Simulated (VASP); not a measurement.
A run of VASP 6.6.1 is set up as follows.

The input INCAR:

```
ALGO = Normal
EDIFF = 1E-6
ENCUT = 520
GGA = PS
ISIF = 2
ISMEAR = 0
LASPH = True
LCHARG = False
LREAL = False
LWAVE = False
NBANDS = 35
NELM = 100
PREC = Accurate
SIGMA = 0.1
```

KPOINTS

```
k-points
0
Gamma
  12 12 4
```

The input POSCAR:

```
Hf2S
1.0
    3.3063795434      0.0000000000      0.0000000000
   -1.6531897717      2.8634086791      0.0000000000
    0.0000000000      0.0000000000     11.5907710422
Hf S
4 2
Direct
    0.6666666667      0.3333333333      0.8988517866
    0.3333333333      0.6666666667      0.3988517866
    0.6666666667      0.3333333333      0.6011482134
    0.3333333333      0.6666666667      0.1011482134
    0.0000000000      0.0000000000      0.7500000000
    0.0000000000      0.0000000000      0.2500000000
```

Potentials or basis: VASP PAW PBE potentials, release 64 (Hf_pv, S).

Run with:

```bash
$ cat potpaw_PBE.64/Hf_pv/POTCAR potpaw_PBE.64/S/POTCAR > POTCAR
$ mpirun -np 1 vasp_std > vasp.out
```

Estimate the band gap on the k mesh.

zero (bands 26 and 27 overlap by 1.04 eV).

Predict the largest force.

0.007 eV/Å.

Forces in eV/Å, atoms in the order of the input:
```
Hf   0.000  0.000 -0.007
Hf   0.000  0.000 -0.007
Hf   0.000  0.000  0.007
Hf   0.000  0.000  0.007
S    0.000  0.000  0.000
S    0.000  0.000  0.000
```

Caveat: the PAW data sets were made with another functional, which shifts forces and pressure a little; spin-orbit coupling is left out, which moves the levels of the heavy elements.
